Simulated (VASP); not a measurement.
# BP (F-43m) in VASP: single point with PBE

Aim: the single point of BP with PBE.

Program: VASP 6.6.1. These are calculated values, not measurements. Logs are shortened: lines on timing, memory, paths and dates and some standing lists are left out, and cuts for length are marked.

## Step 1: The cell of the first run

The structure is cubic, space group F-43m (No. 216). The conventional cell has a = 5.194 Å, b = 5.194 Å, c = 5.194 Å, α = 90.00°, β = 90.00°, γ = 90.00°. B (site symmetry -43m) has 4 P at 2.25 Å within 3.0 Å. Within 3.0 Å of P (site symmetry -43m) lie 4 B at 2.25 Å.

## Step 2: Single point, PBE (In replaced by B, lengths x 0.860, strained)

INCAR

```
SYSTEM = BP
ALGO = Normal ; EDIFF = 1E-6
ENCUT = 500 ; GGA = PE
GGA_COMPAT = .FALSE. ; ISIF = 2
ISMEAR = 0 ; LASPH = .TRUE.
LCHARG = .FALSE. ; LREAL = .FALSE.
LWAVE = .FALSE. ; NBANDS = 11
NELM = 120 ; PREC = Accurate
SIGMA = 0.1
```

KPOINTS

```
k-points
0
G
  6 6 6
  0 0 0
```

POSCAR

```
BP
1.0
    0.0000000000      2.5968667413      2.5968667413
    2.5968667413      0.0000000000      2.5968667413
    2.5968667413      2.5968667413      0.0000000000
B P
1 1
Direct
    0.0000000000      0.0000000000      0.0000000000
    0.7500000000      0.7500000000      0.7500000000
```

Potentials or basis: VASP PAW PBE potentials, release 64 (B, P).

Run with:

```sh
> cat potpaw_PBE.64/B/POTCAR potpaw_PBE.64/P/POTCAR > POTCAR
> mpirun -np 1 vasp_std > vasp.out
```

OUTCAR:

```text
SYSTEM = BP
   EDIFF = 1E-6
   ENCUT = 500
   GGA = PE
   ISIF = 2
   ISMEAR = 0
   LASPH = .TRUE.
   LREAL = .FALSE.
   NELM = 120
   PREC = Accurate

 ion  position               nearest neighbor table
   1  0.000  0.000  0.000-   2 2.25   2 2.25   2 2.25   2 2.25
   2  0.750  0.750  0.750-   1 2.25   1 2.25   1 2.25   1 2.25

  LATTYP: Found a face centered cubic cell.
 ALAT       =     5.1937334826

  Lattice vectors:

 A1 = (   0.0000000000,   2.5968667413,   2.5968667413)
 A2 = (   2.5968667413,   0.0000000000,   2.5968667413)
 A3 = (   2.5968667413,   2.5968667413,   0.0000000000)

Analysis of symmetry for initial positions (statically):
=====================================================================
 Subroutine PRICEL returns:
 Original cell was already a primitive cell.

 Routine SETGRP: Setting up the symmetry group for a
 face centered cubic supercell.

 Subroutine GETGRP returns: Found 24 space group operations
 (whereof 24 operations were pure point group operations)
 out of a pool of 48 trial point group operations.

The static configuration has the point symmetry T_d .

Analysis of symmetry for dynamics (positions and initial velocities):
=====================================================================
 Subroutine PRICEL returns:
 Original cell was already a primitive cell.

 Routine SETGRP: Setting up the symmetry group for a
 face centered cubic supercell.

 Subroutine GETGRP returns: Found 24 space group operations
 (whereof 24 operations were pure point group operations)
 out of a pool of 48 trial point group operations.

The dynamic configuration has the point symmetry T_d .

 Subroutine INISYM returns: Found 24 space group operations
 (whereof 24 operations are pure point group operations),
 and found     1 'primitive' translations

----------------------------------------------------------------------------------------

                                     Primitive cell

  volume of cell :      35.0251

  direct lattice vectors                    reciprocal lattice vectors
     0.000000000  2.596866741  2.596866741    -0.192539722  0.192539722  0.192539722
     2.596866741  0.000000000  2.596866741     0.192539722 -0.192539722  0.192539722
     2.596866741  2.596866741  0.000000000     0.192539722  0.192539722 -0.192539722

  length of vectors
     3.672524165  3.672524165  3.672524165     0.333488581  0.333488581  0.333488581

  position of ions in fractional coordinates (direct lattice)
     0.000000000  0.000000000  0.000000000
     0.750000000  0.750000000  0.750000000

  ion indices of the primitive-cell ions
   primitive index   ion index
                 1           1
                 2           2

----------------------------------------------------------------------------------------

 KPOINTS: k-points

Automatic generation of k-mesh.
 Grid dimensions read from file:
 generate k-points for:    6    6    6

 Generating k-lattice:

  Cartesian coordinates                     Fractional coordinates (reciprocal lattice)
    -0.032089954  0.032089954  0.032089954     0.166666667  0.000000000  0.000000000
     0.032089954 -0.032089954  0.032089954     0.000000000  0.166666667  0.000000000
     0.032089954  0.032089954 -0.032089954     0.000000000  0.000000000  0.166666667

  Length of vectors
     0.055581430  0.055581430  0.055581430

  Shift w.r.t. Gamma in fractional coordinates (k-lattice)
     0.000000000  0.000000000  0.000000000

 Subroutine IBZKPT returns following result:
 ===========================================

 Found     16 irreducible k-points:

 Following reciprocal coordinates:
            Coordinates               Weight
  0.000000  0.000000  0.000000      1.000000
  0.166667  0.000000  0.000000      8.000000
  0.333333  0.000000  0.000000      8.000000
  0.500000  0.000000  0.000000      4.000000
  0.166667  0.166667  0.000000      6.000000
  0.333333  0.166667  0.000000     24.000000
[... 8 lines left out ...]
 -0.333333  0.333333  0.166667     24.000000
 -0.333333  0.500000  0.166667     12.000000
   k-points           NKPTS =     16   k-points in BZ     NKDIM =     16   number of bands    NBANDS=     11
   number of dos      NEDOS =    301   number of ions     NIONS =      2
   total plane-waves  NPLWV =  21952
   dimension x,y,z NGX =    28 NGY =   28 NGZ =   28
   dimension x,y,z NGXF=    56 NGYF=   56 NGZF=   56
   ions per type =               1   1
   NGX,Y,Z   is equivalent  to a cutoff of  12.67, 12.67, 12.67 a.u.
   NGXF,Y,Z  is equivalent  to a cutoff of  25.35, 25.35, 25.35 a.u.
 SYSTEM =  BP
   PREC   = accura    normal or accurate (medium, high low for compatibility)
   ISTART =      0    job   : 0-new  1-cont  2-samecut
   ICHARG =      2    charge: 1-file 2-atom 10-const
   ISPIN  =      1    spin polarized calculation?
   LNONCOLLINEAR =      F non collinear calculations
   LSORBIT =      F    spin-orbit coupling
   LASPH  =      T    aspherical Exc in radial PAW
   ENCUT  =  500.0 eV  36.75 Ry    6.06 a.u.   6.70  6.70  6.70*2*pi/ulx,y,z
   NELM   =    120;   NELMIN=  2; NELMDL= -5     # of ELM steps
   EDIFF  = 0.1E-05   stopping-criterion for ELM
   LREAL  =      F    real-space projection
   EDIFFG = 0.1E-04   stopping-criterion for IOM
   NSW    =      0    number of steps for IOM
   IBRION =     -1    ionic relax: 0-MD 1-quasi-New 2-CG
   NFREE  =      0    steps in history (QN), initial steepest desc. (CG)
   ISIF   =      2    stress and relaxation
   ISYM   =      2    0-nonsym 1-usesym 2-fastsym
   POTIM  = 0.5000    time-step for ionic-motion
   TEBEG  =    0.0;   TEEND  =   0.0 temperature during run
   PSTRESS=    0.0 pullay stress
   NELECT =       8.0000    total number of electrons
   NUPDOWN=      -1.0000    fix difference up-down
   EMIN   =  10.00;   EMAX   =-10.00  energy-range for DOS
   EFERMI =   0.00;   METHOD = LEGACY
   ISMEAR =     0;   SIGMA  =   0.10  broadening in eV -4-tet -1-fermi 0-gaus
   EFERMI_NEDOS =   21; number of points for ismear=-14 and -15
   IALGO  =     38    algorithm
   IMIX   =      4    mixing-type and parameters
     AMIX     =   0.40;   BMIX     =  1.00
     AMIX_MAG =   1.60;   BMIX_MAG =  1.00
  volume/ion in A,a.u.               =      17.51       118.18
  Fermi-wavevector in a.u.,A,eV,Ry     =   1.000718  1.891083 13.625378  1.001437
  Thomas-Fermi vector in A             =   2.133093
   LORBIT       =      0    0 simple, 1 ext, 2 COOP (PROOUT), +10 PAW based schemes
   GGA     = PE    functional components
   LHFCALC =     F    Hartree Fock is set to
   AEXX    =    0.0000 exact exchange contribution
   IVDW    =     0    specifies the selected vdW correction
   LEPSILON=     F    determine dielectric tensor
   LRPA    =     F    only Hartree local field effects (RPA)
 non-spin polarized calculation
 Gauss-broadening in eV      SIGMA  =   0.10
  energy-cutoff  :      500.00
  volume of cell :       35.03
 maximum number of plane-waves:       911
   NGX = 13   NGY = 13   NGZ = 13

 number of electron       8.0000000 magnetization

 Free energy of the ion-electron system (eV)
  ---------------------------------------------------
  ext. energy  EPLUGINS =         0.00000000
  ---------------------------------------------------
  free energy    TOTEN  =       -11.45477800 eV

  energy without entropy =      -11.45477800  energy(sigma->0) =      -11.45477800

 E-fermi :   3.7134     XC(G=0):  -9.2329

 val. band max:        3.2969194541   @ k =   0.0000   0.0000   0.0000
 cond. band min:       4.9707111680   @ k =   0.5000   0.0000   0.0000
 fundamental gap:      1.6737917139
 Fermi energy:         3.7134285628

 k-point     1 :       0.0000    0.0000    0.0000
  band No.  band energies     occupation
      1      -9.0331      2.00000
      2       3.2969      2.00000
      3       3.2969      2.00000
      4       3.2969      2.00000
      5       5.4355      0.00000
      6       6.2864      0.00000
      7       6.2864      0.00000
      8       6.2864      0.00000
      9      12.6124      0.00000
     10      14.4271      0.00000
     11      14.4271      0.00000

 k-point     2 :       0.1667    0.0000    0.0000
  band No.  band energies     occupation
      1      -8.6931      2.00000
      2       0.9329      2.00000
      3       2.8598      2.00000
      4       2.8598      2.00000
      5       5.6018      0.00000
      6       6.9017      0.00000
      7       6.9017      0.00000
      8       8.0489      0.00000
      9      13.5492      0.00000
     10      13.5908      0.00000
     11      13.5908      0.00000

 k-point     3 :       0.3333    0.0000    0.0000
  band No.  band energies     occupation
      1      -7.7768      2.00000
      2      -1.8716      2.00000
      3       2.2802      2.00000
      4       2.2802      2.00000
      5       5.1563      0.00000
      6       7.5532      0.00000
      7       7.5532      0.00000
      8      10.6297      0.00000
      9      13.9985      0.00000
     10      13.9985      0.00000
     11      14.0220      0.00000

 k-point     4 :       0.5000    0.0000    0.0000
  band No.  band energies     occupation
      1      -7.0328      2.00000
      2      -3.2824      2.00000
      3       2.0609      2.00000
      4       2.0609      2.00000
      5       4.9707      0.00000
      6       7.6458      0.00000
      7       7.6458      0.00000
      8      11.7176      0.00000
      9      15.1290      0.00000
     10      15.4273      0.00000
     11      15.6139      0.00000
[... 127 lines left out ...]
 k-point    14 :       0.5000    0.3333    0.1667
  band No.  band energies     occupation
      1      -7.0041      2.00000
      2      -2.2155      2.00000
      3       0.0054      2.00000
      4       1.1604      2.00000
      5       6.8627      0.00000
      6       7.4360      0.00000
      7       8.6307      0.00000
      8      10.3051      0.00000
      9      13.4332      0.00000
     10      14.3570      0.00000
     11      16.5809      0.00000

 k-point    15 :      -0.3333    0.3333    0.1667
  band No.  band energies     occupation
      1      -6.3564      2.00000
      2      -3.0522      2.00000
      3      -0.4292      2.00000
      4       0.7454      2.00000
      5       7.2045      0.00000
      6       7.8130      0.00000
      7       9.7606      0.00000
      8      10.0576      0.00000
      9      12.3019      0.00000
     10      15.1788      0.00000
     11      16.4334      0.00000

 k-point    16 :      -0.3333    0.5000    0.1667
  band No.  band energies     occupation
      1      -6.0403      2.00000
      2      -3.2759      2.00000
      3      -0.1398      2.00000
      4      -0.0033      2.00000
      5       6.9025      0.00000
      6       7.0520      0.00000
      7      10.1578      0.00000
      8      10.5173      0.00000
      9      13.6094      0.00000
     10      15.1965      0.00000
     11      16.7349      0.00000

------------------------ aborting loop because EDIFF is reached ----------------------------------------

  FORCE on cell =-STRESS in cart. coord.  units (eV):
  Direction    XX          YY          ZZ          XY          YZ          ZX
  --------------------------------------------------------------------------------------
  -------------------------------------------------------------------------------------
  Total       -6.3314890     -6.3314890     -6.3314890      0.0000000      0.0000000      0.0000000
  in kB     -289.6259348   -289.6259348   -289.6259348      0.0000000      0.0000000      0.0000000
  external PRESSURE =    -289.6259348 kB  Pullay stress =       0.0000000 kB

 VOLUME and BASIS-vectors are now :
 -----------------------------------------------------------------------------
  energy-cutoff  :      500.00
  volume of cell :       35.03
      direct lattice vectors                 reciprocal lattice vectors
     0.000000000  2.596866741  2.596866741    -0.192539722  0.192539722  0.192539722
     2.596866741  0.000000000  2.596866741     0.192539722 -0.192539722  0.192539722
     2.596866741  2.596866741  0.000000000     0.192539722  0.192539722 -0.192539722

 POSITION                                       TOTAL-FORCE (eV/Angst)
 -----------------------------------------------------------------------------------
      0.00000      0.00000      0.00000        -0.000000     -0.000000     -0.000000
      3.89530      3.89530      3.89530         0.000000      0.000000      0.000000
 -----------------------------------------------------------------------------------
    total drift:                               -0.000000     -0.000000      0.000000

  FREE ENERGIE OF THE ION-ELECTRON SYSTEM (eV)
  ---------------------------------------------------
  free  energy   TOTEN  =       -11.4547779978 eV

  energy  without entropy=      -11.4547779977  energy(sigma->0) =      -11.45477800
```

It took 14 s on 1 thread of Intel Xeon 8259CL, shared host; peak memory 0.14 GiB.

Results:

| Property | Result |
| --- | --- |
| Free energy | -11.4548 eV |
| Pressure | -29.0 GPa |
| Band gap on the k mesh | 1.67 eV (least direct gap 2.14 eV) |

Caveat: the cell differs from its parent crystal (In replaced by B, lengths x 0.860, strained); the cell stands under tension. A k mesh can miss the band edges.
